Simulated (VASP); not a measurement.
AgCl:

```
CELL_PARAMETERS angstrom
0.00000 2.77266 2.77266
2.77266 0.00000 2.77266
2.77266 2.77266 0.00000
ATOMIC_POSITIONS crystal
Ag 0.00000 0.00000 0.00000
Cl 0.50000 0.50000 0.50000
```

Program: VASP 6.6.1. Alike in all runs: task single point; potentials or basis VASP PAW PBE potentials, release 64 (Ag, Cl); no spin polarisation; cell as given; cutoff (eV) 500.

Problem. Order these runs on this cell by their band gap on the k mesh, lowest first.
A. level PBE; k mesh 4 × 4 × 4; smearing fermi-dirac 0.0680285 eV
B. level PBE+U; U Ag d U = 5.5 eV; k mesh 4 × 4 × 4; smearing methfessel-paxton 0.272114 eV
C. level PBEsol; k mesh 4 × 4 × 4; smearing gaussian 0.1 eV
D. level PBE+U; U Ag d U = 3.8 eV, J = 0.39 eV; k mesh 4 × 1 × 2; smearing gaussian 0.01 eV; LDAUTYPE 1; hund's J 0.39
E. level PBE; k mesh 3 × 3 × 3; smearing gaussian 0.1 eV

Solution. C (0.72 eV), A (0.90 eV), E (1.29 eV), D (1.48 eV), B (1.99 eV).

Caveats: all runs use coarse meshes.

A k mesh can miss the band edges, odd and even meshes differently.
